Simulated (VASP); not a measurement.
Here is a VASP 6.6.1 calculation.

INCAR

```
SYSTEM = SiC
PREC     = Accurate       ! precision mode
ENCUT    = 520            ! plane-wave cutoff, eV
EDIFF    = 1E-8           ! SCF threshold, eV
ISMEAR   = 0              ! smearing method
SIGMA    = 0.01           ! smearing width, eV
LREAL    = .False.        ! projectors in reciprocal space
LASPH    = .True.         ! aspherical terms in the spheres
NELM     = 100            ! most SCF steps
ALGO     = Normal         ! electronic algorithm
ISIF     = 2              ! what is computed and relaxed
LWAVE    = .False.        ! write WAVECAR
LCHARG   = .False.        ! write CHGCAR
GGA      = PE             ! functional
IBRION   = 8              ! ionic algorithm
NSW      = 1              ! ionic steps
LEPSILON = .True.         ! dielectric tensor by DFPT
```

The input KPOINTS:

```
Automatic mesh
0
Gamma
  12 12 12
  0 0 0
```

File POSCAR:

```
SiC
1.0
    0.0000000000      2.1898655825      2.1898655825
    2.1898655825      0.0000000000      2.1898655825
    2.1898655825      2.1898655825      0.0000000000
Si C
1 1
Direct
    0.7500000000      0.7500000000      0.7500000000
    0.0000000000      0.0000000000      0.0000000000
```

Potentials or basis: VASP PAW PBE potentials, release 64 (Si, C).

Run with:

```sh
$ cat potpaw_PBE.64/Si/POTCAR potpaw_PBE.64/C/POTCAR > POTCAR
$ mpirun -np 1 vasp_std > vasp.out
```

**Question.** What does it give for the electronic dielectric tensor (diagonal)?

**Answer.** 7.01.

**Question.** Estimate the Born charges (mean of the diagonal).

**Answer.** Si +2.68; C -2.68 e.

**Question.** Estimate the highest phonon frequency at Γ, LO-TO splitting left out.

**Answer.** 775 cm⁻¹.

Born effective charge tensors (e):
atom 1, Si
```
2.68 0.00 0.00
0.00 2.68 0.00
0.00 0.00 2.68
```
atom 2, C
```
-2.68  0.00  0.00
 0.00 -2.68  0.00
 0.00  0.00 -2.68
```
